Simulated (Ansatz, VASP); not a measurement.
Two plane-wave programs on Zr3SnO8

INCAR

```
ALGO = Normal ; EDIFF = 1E-6
ENCUT = 520 ; GGA = PE
ISIF = 2 ; ISMEAR = -1
LASPH = T ; LCHARG = T
LELF = T ; LREAL = F
LVHAR = T ; LWAVE = F
NBANDS = 61 ; NELM = 100
PREC = Accurate ; SIGMA = 0.02
```

The input KPOINTS:

```
k-points
0
Gamma
  6 6 4
```

File POSCAR:

```
Zr3SnO8
1.0
    3.4359306724     -3.4156115276      0.0000000000
    3.4359306724      3.4156115276      0.0000000000
    0.0000000000      0.0000000000      6.4894972886
Zr Sn O
3 1 8
Direct
    0.5000000000      0.5000000000      0.2487261498
    0.5000000000      0.5000000000      0.7512738502
    0.0000000000      0.0000000000      0.5000000000
    0.0000000000      0.0000000000      0.0000000000
    0.1937218192      0.1937218192      0.2463627013
    0.8062781808      0.8062781808      0.2463627013
    0.6973704742      0.3026295258      0.0000000000
    0.3026295258      0.6973704742      0.0000000000
    0.1937218192      0.1937218192      0.7536372987
    0.8062781808      0.8062781808      0.7536372987
    0.6937581415      0.3062418585      0.5000000000
    0.3062418585      0.6937581415      0.5000000000
```

Input for Ansatz:

```yaml
crystal:
  lattice:
    - [3.4359306724, -3.4156115276, 0.0]
    - [3.4359306724, 3.4156115276, 0.0]
    - [0.0, 0.0, 6.4894972886]
  atoms:
    - { symbol: Zr, position: [0.5, 0.5, 0.2487261498] }
    - { symbol: Sn, position: [0.0, 0.0, 0.0] }
    - { symbol: O, position: [0.1937218192, 0.1937218192, 0.2463627013] }
    - { symbol: O, position: [0.8062781808, 0.8062781808, 0.2463627013] }
    - { symbol: O, position: [0.6973704742, 0.3026295258, 0.0] }
    - { symbol: O, position: [0.3026295258, 0.6973704742, 0.0] }
    - { symbol: Zr, position: [0.5, 0.5, 0.7512738502] }
    - { symbol: Zr, position: [0.0, 0.0, 0.5] }
    - { symbol: O, position: [0.1937218192, 0.1937218192, 0.7536372987] }
    - { symbol: O, position: [0.8062781808, 0.8062781808, 0.7536372987] }
    - { symbol: O, position: [0.6937581415, 0.3062418585, 0.5] }
    - { symbol: O, position: [0.3062418585, 0.6937581415, 0.5] }
kpoints:
  mp_grid: { grid: [6, 6, 4] }
  band_path:
    path:
      - [[0.0, 0.0, 0.0], [0.5, 0.5, -2.416890265562e-34], [0.5029481188444, 0.4970518811556, 8.136259972795e-21]]
      - [[0.4970518811556, -0.4970518811556, 1.371770793008e-18], [0.0, 0.0, 0.0], [3.058323522693e-36, -1.109358667621e-36, 0.5], [0.4970518811556, -0.4970518811556, 0.5]]
      - [[0.5029481188444, 0.4970518811556, 0.5], [0.5, 0.5, 0.5], [0.5, 0.5, -2.416890265562e-34]]
      - [[0.0, 0.0, 0.0], [0.5, -4.189077206879e-17, 6.899535264903e-19], [0.5, -4.208231361044e-17, 0.5], [3.058323522693e-36, -1.109358667621e-36, 0.5], [0.5, 0.5, 0.5]]
    npoints: 10
hamiltonian:
  xc: pbe
scf:
  occupations: { method: fermi_dirac, width: 0.02 }
  n_extra_bands: 7
output:
  forces: true
  stress: true
  eigenvalues: true
  write_density: true
  write_potential: true
  elf: true
  volumetric_format: npy
```

Alike in both runs: task single point; functional PBE; k mesh 6 × 6 × 4; occupations fermi-dirac, width 0.02 eV; no spin polarisation.

|  | VASP | Ansatz |
| --- | --- | --- |
| version | VASP 6.6.1 | Ansatz 0.2.0 |
| potentials or method | VASP PAW PBE potentials, release 64 (Zr_sv, Sn_d, O) | plane waves, PAW |
| plane-wave cutoff (eV) | 520 | 420 |
| valence electrons in the cell | 98 | 98 |

|  | VASP | Ansatz | Ansatz less VASP |
| --- | --- | --- | --- |
| gap on the k mesh at the Fermi level (eV) | 2.75 | 2.76 | +0.012 |
| pressure (GPa) | 4.6 | 4.2 | -0.39 |
| rms of the force components (eV/Å) | 0.098 | 0.089 | -0.0086 |
